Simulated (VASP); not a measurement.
Here is a VASP 6.6.1 calculation.

The input INCAR:

```
SYSTEM = F
PREC = Accurate
ENCUT = 520
EDIFF = 1E-7
ISMEAR = 0
SIGMA = 0.02
LREAL = .FALSE.
LASPH = .TRUE.
NELM = 80
ALGO = Normal
ISIF = 2
LWAVE = .FALSE.
LCHARG = .FALSE.
GGA = PS
NBANDS = 22
```

File KPOINTS:

```
Automatic mesh
0
G
  8 8 4
  0 0 0
```

The input POSCAR:

```
F
1.0
    3.1004838602     -1.7819543364     -0.2391360627
    3.1004838602      1.7819543364     -0.2391360627
   -2.3313270155      0.0000000000      7.1362390124
F
4
Direct
    0.0848459664      0.0848459664      0.0940038325
    0.9151540336      0.9151540336      0.9059961675
    0.5015719855      0.5015719855      0.5937195244
    0.4984280145      0.4984280145      0.4062804756
```

Potentials or basis: VASP PAW PBE potentials, release 64 (F).

Run with:

```sh
$ cat potpaw_PBE.64/F/POTCAR > POTCAR
$ mpirun -np 1 vasp_std > vasp.out
```

Question: Estimate the band gap on the k mesh.

Answer: 3.01 eV (least direct gap 3.10 eV).

Question: Predict the pressure.

Answer: 0.3 GPa.

Question: Estimate the largest force.

Answer: 0.433 eV/Å.

Forces on the atoms (eV/Å):
```
F    0.191  0.000  0.388
F   -0.191  0.000 -0.388
F   -0.126  0.000  0.411
F    0.126  0.000 -0.411
```

Caveat: this functional lacks dispersion, which holds the molecules together, so the pressure and a relaxed volume are unreliable; the PAW data sets were made with another functional, which shifts forces and pressure a little. Expect the measured gap to be larger: semilocal functionals such as PBEsol lack the derivative discontinuity.
